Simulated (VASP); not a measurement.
Na4TmSb, 6 atoms in the cell. The structure is tetragonal, space group P4/mmm (No. 123). The conventional cell has a = 5.087 Å, b = 5.087 Å, c = 9.250 Å, α = 90.00°, β = 90.00°, γ = 90.00°. Na (site symmetry 2mm) has 2 Sb at 3.08 Å and 5 Na at 3.47 to 3.60 Å and 2 Tm at 3.85 Å within 4.1 Å. Within 5.1 Å of Tm (site symmetry 4/mmm) lie 8 Na at 3.85 Å and 4 Tm at 5.09 Å. Within 4.1 Å of Sb (site symmetry 4/mmm) lie 8 Na at 3.08 Å. The cell was built from a structure type or drawn by symmetry, and may not be a known phase.

| Property | Result |
| --- | --- |
| Program | VASP 6.6.1 |
| Task | relaxation of cell and atoms |
| Functional | PBE |
| Potentials or basis | VASP PAW PBE potentials, release 64 (Na_pv, Tm_3, Sb), 4f in core |
| Cutoff | 500 eV |
| k mesh | 8 × 8 × 4 |
| Occupations | gaussian, width 0.1 eV |
| Spin | no spin polarisation |
| Dipole correction | no |
| Mended | yes |
| Further INCAR settings | ALGO = Normal; EDIFF = 1e-07; IBRION = 2; EDIFFG = -0.01; NSW = 100; ISIF = 3 |

Potentials or basis: VASP PAW PBE potentials, release 64 (Na_pv, Tm_3, Sb), 4f in core.

The run is started by

```sh
$ cat potpaw_PBE.64/Na_pv/POTCAR potpaw_PBE.64/Tm_3/POTCAR potpaw_PBE.64/Sb/POTCAR > POTCAR
$ mpirun -np 1 vasp_std > vasp.out
```

Hardware: 1 thread of Intel(R) Xeon(R) 6975P-C (Granite Rapids), with other jobs on the host.

How long does it take, and how much memory?

Wall time 7.2 min on 1 thread of Intel(R) Xeon(R) 6975P-C (Granite Rapids), with other jobs on the host, peak memory 0.51 GiB. Counts: scf iterations 46, k points 45, ion steps 5.
